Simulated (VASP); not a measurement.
Mg3CdS4: single point with PBE

Mg3CdS4:

```xyz
8
Lattice="3.9127 0.0000 0.0000 0.0000 3.9127 0.0000 0.0000 0.0000 11.0668" Properties=species:S:1:pos:R:3 pbc="T T T"
Mg    0.0000    0.0000    8.3001
Mg    0.0000    0.0000    2.7667
Mg    1.9564    1.9564    5.5334
Cd    1.9564    1.9564    0.0000
S     1.9564    0.0000    1.3834
S     0.0000    1.9564    4.1501
S     1.9564    0.0000    6.9168
S     0.0000    1.9564    9.6835
```

```json
{
 "Program": "VASP 6.6.1",
 "Task": "single point",
 "Functional": "PBE",
 "Potentials or basis": "VASP PAW PBE potentials, release 64 (Mg, Cd, S)",
 "Cutoff": "600 eV",
 "k mesh": "4 × 4 × 2",
 "Occupations": "gaussian, width 0.1 eV",
 "Spin": "no spin polarisation",
 "Dipole correction": "no",
 "Further INCAR settings": "ALGO = Normal; EDIFF = 1e-06; NBANDS = 31"
}
```

```json
{
  "Pressure": "8.8 GPa",
  "Largest force": "1.206 eV/Å",
  "Band gap on the k mesh": "2.98 eV"
}
```

Forces in eV/Å, atoms in the order of the input:
```
Mg   0.000  0.000  0.009
Mg   0.000  0.000 -0.009
Mg   0.000  0.000  0.000
Cd   0.000  0.000  0.000
S    0.000  0.000  1.206
S    0.000  0.000 -0.009
S    0.000  0.000  0.009
S    0.000  0.000 -1.206
```

Stress tensor (GPa, compression positive):
```
8.89 0.00 0.00
0.00 8.89 0.00
0.00 0.00 8.60
```

Levels at points of the mesh, in eV from the valence-band top:
```
           k point  band 17  band 18  band 19  band 20  band 21  band 22  band 23  band 24  band 25  band 26
(0.00, 0.00, 0.00)    -0.92    -0.92    -0.14     0.00     0.00     2.98     3.50     4.81     4.81     5.18
(0.50, 0.00, 0.00)    -0.86    -0.79    -0.77    -0.55    -0.35     4.30     4.87     5.97     6.00     6.67
(0.50, 0.50, 0.00)    -2.06    -1.67    -1.65    -1.65    -1.63     3.45     3.45     4.85     5.36     5.36
(0.00, 0.00, 0.50)    -0.73    -0.73    -0.62    -0.06    -0.06     3.73     3.83     3.99     4.26     5.42
(0.50, 0.00, 0.50)    -0.90    -0.87    -0.86    -0.77    -0.35     4.66     5.46     5.50     5.52     6.55
(0.50, 0.50, 0.50)    -1.95    -1.95    -1.81    -1.78    -1.78     4.01     4.01     4.46     4.46     5.41
```

It took 2.2 min on 1 thread of Intel Xeon 8259CL, with other jobs on the host, peak memory 0.32 GiB.

Caveat: the cell stands under pressure; forces of over 1 eV/Å act on the atoms, so gaps and moduli don't describe the material at rest. A k mesh can miss the band edges.
